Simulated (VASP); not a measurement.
A run of VASP 6.6.1:

The input INCAR:

```
SYSTEM = InP3
PREC = Accurate
ENCUT = 520
EDIFF = 1E-7
ISMEAR = 0
SIGMA = 0.15
LREAL = .FALSE.
LASPH = .TRUE.
NELM = 60
ALGO = Normal
ISIF = 2
LWAVE = .FALSE.
LCHARG = .TRUE.
GGA = PS
LELF = .TRUE.
LVHAR = .TRUE.
NBANDS = 38
```

Contents of KPOINTS:

```
Automatic mesh
0
G
  6 6 6
  0 0 0
```

Contents of POSCAR:

```
InP3
1.0
    4.0121857222      2.3164365067      3.1482012300
   -4.0121857222      2.3164365067      3.1482012300
    0.0000000000     -4.6328730135      3.1482012299
In P
2 6
Direct
    0.2732789115      0.2732789115      0.2732789115
    0.7267210885      0.7267210885      0.7267210885
    0.7947108827      0.2411926280      0.7947108827
    0.7947108827      0.7947108827      0.2411926280
    0.2411926280      0.7947108827      0.7947108827
    0.2052891173      0.7588073720      0.2052891173
    0.7588073720      0.2052891173      0.2052891173
    0.2052891173      0.2052891173      0.7588073720
```

Potentials or basis: VASP PAW PBE potentials, release 64 (In_d, P).

The run is started by

```sh
$ cat potpaw_PBE.64/In_d/POTCAR potpaw_PBE.64/P/POTCAR > POTCAR
$ mpirun -np 1 vasp_std > vasp.out
```

Hardware: 1 thread of AMD EPYC 9R45 96-Core Processor (Zen 5), on a shared host.

Question: Estimate the wall time of this run.

Answer: It took 2.2 min on 1 thread of AMD EPYC 9R45 96-Core Processor (Zen 5), with other jobs on the host, peak memory 0.33 GiB. Counts: scf iterations 15, k points 32.
